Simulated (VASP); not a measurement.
Here is a VASP 6.6.1 calculation.

INCAR

```
PREC     = Accurate       # precision mode
ENCUT    = 520            # plane-wave cutoff, eV
EDIFF    = 1E-6           # SCF threshold, eV
ISMEAR   = 0              # smearing method
SIGMA    = 0.15           # smearing width, eV
LREAL    = False          # projectors in reciprocal space
LASPH    = True           # aspherical terms in the spheres
NELM     = 60             # most SCF steps
ALGO     = Fast           # electronic algorithm
ISIF     = 2              # what is computed and relaxed
LWAVE    = False          # write WAVECAR
LCHARG   = True           # write CHGCAR
GGA      = PE             # functional
LELF     = True           # ELF
LVHAR    = True         
NBANDS   = 22             # bands
```

KPOINTS

```
regular mesh
0
Gamma
  18 18 10
```

Contents of POSCAR:

```
Rh
1.0
    2.7521000000      0.0000000000      0.0000000000
   -1.3760500000      2.3833885137      0.0000000000
    0.0000000000      0.0000000000      4.3851186776
Rh
2
Direct
    0.6666666667      0.3333333333      0.7500000000
    0.3333333333      0.6666666667      0.2500000000
```

Potentials or basis: VASP PAW PBE potentials, release 64 (Rh_pv).

Launch:

```bash
$ cat potpaw_PBE.64/Rh_pv/POTCAR > POTCAR
$ mpirun -np 1 vasp_std > vasp.out
```

(1) Predict the band gap on the k mesh.

(2) Estimate the pressure.

## Answers

(1) zero (bands 15 and 16 overlap by 2.26 eV).

(2) -4.6 GPa.

Caveat: the cell stands under tension.
